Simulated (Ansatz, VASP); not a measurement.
# PtS2 in VASP and in Ansatz

```
Pt S
1.0
     3.44013    0.00000    0.00000
    -1.72007    2.97924    0.00000
     0.00000    0.00000   10.71167
Pt S
2 4
Direct
  0.33333 0.66667 0.25000
  0.66667 0.33333 0.75000
  0.66667 0.33333 0.38199
  0.66667 0.33333 0.11801
  0.33333 0.66667 0.88199
  0.33333 0.66667 0.61801
```

Alike in both runs: task single point; functional PBE; k mesh 12 × 12 × 4; occupations fermi-dirac, width 0.02 eV; no spin polarisation.

```csv
,VASP,Ansatz
version,VASP 6.6.1,Ansatz 0.2.0
potentials or method,"VASP PAW PBE potentials, release 64 (Pt, S)","plane waves, PAW"
plane-wave cutoff (eV),520,420
valence electrons in the cell,44,60
```

VASP gave:

| Property | Result |
| --- | --- |
| pressure (GPa) | 2.9 |
| traceless stress, the component that is largest in VASP (GPa) | -0.61 |
| rms of the force components (eV/Å) | 0.037 |

Problem. Estimate Ansatz's values.

Solution. Pressure (GPa): 3.3; traceless stress, the component that is largest in VASP (GPa): -0.62; rms of the force components (eV/Å): 0.055.

Atom by atom the forces differ by 0.019 eV/Å (rms over components). With one functional, cell and mesh, what is left measures potentials, basis and numerics. VASP's potentials hold 44 valence electrons a cell and Ansatz's 60, so a difference there can come from the potentials and not from the codes.

Neither program's run includes spin-orbit coupling.
